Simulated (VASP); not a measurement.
Crystal: Cu3N.

```
Cu N
1.0
     3.78937    0.00000    0.00000
     0.00000    3.78937    0.00000
     0.00000    0.00000    3.78937
Cu N
3 1
Direct
  0.50000 0.00000 0.00000
  0.00000 0.50000 0.00000
  0.00000 0.00000 0.50000
  0.00000 0.00000 0.00000
```

Base run:

* Program: VASP 6.6.1
* Functional: PBE
* Potentials or basis: VASP PAW PBE potentials, release 64 (Cu, N)
* Cutoff: 600 eV
* k mesh: 6 × 6 × 6
* Occupations: fermi-dirac, width 0.02 eV
* Spin: no spin polarisation

Its results: band gap on the k mesh 0.14 eV (least direct gap 0.69 eV); pressure 4.7 GPa.

Task: The run is repeated on the same cell with these changes: functional from PBE to LDA; potentials or basis from VASP PAW PBE potentials, release 64 (Cu, N) to VASP PAW LDA potentials, release 64 (Cu, N). What comes out?

Result: Band gap on the k mesh 0.15 eV (least direct gap 0.70 eV); pressure -6.1 GPa.

Caveats: semilocal functionals underestimate gaps, and a narrow one can read as zero; the cell stands under pressure (at least some runs); the cell stands under tension (at least some runs).

A k mesh can miss the band edges.
